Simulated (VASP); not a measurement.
Write the native input for VASP 6.6.1 that does the following.

| Property | Result |
| --- | --- |
| Task | single point |
| Functional | PBEsol |
| Potentials or basis | VASP PAW PBE potentials, release 64 (Sn_d, O) |
| Cutoff | 520 eV |
| k mesh | 6 × 6 × 6 |
| Occupations | gaussian, width 0.05 eV |
| Spin | no spin polarisation |
| Dipole correction | no |
| Further INCAR settings | ALGO = Normal; EDIFF = 1e-06; NBANDS = 64 |

The structure of SnO2 lies in POSCAR:

```
SnO2
1.0
    3.1396154523      1.8126578266      4.0628717030
   -3.1396154523      1.8126578266      4.0628717030
    0.0000000000     -3.6253156530      4.0628717030
Sn O
4 8
Direct
    0.8646807174      0.8646807174      0.8646807174
    0.3648245829      0.3648245829      0.8648190111
    0.3648245829      0.8648190111      0.3648245829
    0.8648190111      0.3648245829      0.3648245829
    0.1235003534      0.6233501671      0.6233501671
    0.6233501671      0.1235003534      0.6233501671
    0.6233501671      0.6233501671      0.1235003534
    0.6062113146      0.6062113146      0.6062113146
    0.1234715296      0.1234715296      0.1234715296
    0.1060883083      0.1060883083      0.6062369573
    0.1060883083      0.6062369573      0.1060883083
    0.6062369573      0.1060883083      0.1060883083
```

This cell differs from its parent crystal: volume 11.561 Å^3 an atom, c/a of the conventional cell 1.9411.

One way to write it, as run:

INCAR

```
PREC     = Accurate       # precision mode
ENCUT    = 520            # plane-wave cutoff, eV
EDIFF    = 1E-6           # SCF threshold, eV
ISMEAR   = 0              # smearing method
SIGMA    = 0.05           # smearing width, eV
LREAL    = F              # projectors in reciprocal space
LASPH    = T              # aspherical terms in the spheres
NELM     = 80             # most SCF steps
ALGO     = Normal         # electronic algorithm
ISIF     = 2              # what is computed and relaxed
LWAVE    = F              # write WAVECAR
LCHARG   = F              # write CHGCAR
GGA      = PS             # functional
NBANDS   = 64             # bands
```

KPOINTS

```
Automatic mesh
0
Gamma
  6 6 6
```

Potentials or basis: VASP PAW PBE potentials, release 64 (Sn_d, O).

The run is started by

```bash
$ cat potpaw_PBE.64/Sn_d/POTCAR potpaw_PBE.64/O/POTCAR > POTCAR
$ mpirun -np 1 vasp_std > vasp.out
```

Results of the run:

```yaml
Pressure: 24.0 GPa
Largest_force: 1.720 eV/Å
Band_gap_on_the_k_mesh: 2.36 eV
```

Caveat: the PAW data sets were made with another functional, which shifts forces and pressure a little; spin-orbit coupling is left out, which moves the levels of the heavy elements.

Run time: 4 min on 1 thread of Intel(R) Xeon(R) Platinum 8259CL CPU @ 2.50GHz (Skylake/Cascade Lake), with other jobs on the host, peak memory 0.35 GiB.
